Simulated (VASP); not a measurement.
Input of a VASP 6.6.1 run:

Contents of INCAR:

```
SYSTEM = CdSe
PREC = Accurate
ENCUT = 520
EDIFF = 1E-7
ISMEAR = -1
SIGMA = 0.01
LREAL = .False.
LASPH = .True.
NELM = 150
ALGO = Normal
ISIF = 2
LWAVE = .False.
LCHARG = .True.
MAGMOM = 0 0 0 0 0 0 0 0 0 0 0 0
LORBIT = 11
LSORBIT = .True.
GGA_COMPAT = .False.
LORBMOM = .True.
GGA = PS
LVHAR = .True.
NBANDS = 50
```

The input KPOINTS:

```
Automatic mesh
0
Gamma
  6 6 4
  0 0 0
```

The input POSCAR:

```
CdSe
1.0
    4.1490782035      0.0000000000      0.0000000000
   -2.0745391017      3.5932071265      0.0000000000
    0.0000000000      0.0000000000      6.7930621380
Cd Se
2 2
Direct
    0.3333333333      0.6666666667      0.0052258741
    0.6666666667      0.3333333333      0.5052258741
    0.3333333333      0.6666666667      0.3797741259
    0.6666666667      0.3333333333      0.8797741259
```

Potentials or basis: VASP PAW PBE potentials, release 64 (Cd, Se).

The run is started by

```sh
$ cat potpaw_PBE.64/Cd/POTCAR potpaw_PBE.64/Se/POTCAR > POTCAR
$ mpirun -np 1 vasp_ncl > vasp.out
```

Predict the pressure.

7.5 GPa.

Predict the net moment.

0.00 μB per cell.

Moments on the atoms (μB; x, y, z):
```
Cd  0.00 0.00 0.00
Cd  0.00 0.00 0.00
Se  0.00 0.00 0.00
Se  0.00 0.00 0.00
```

Caveat: the PAW data sets were made with another functional, which shifts forces and pressure a little.
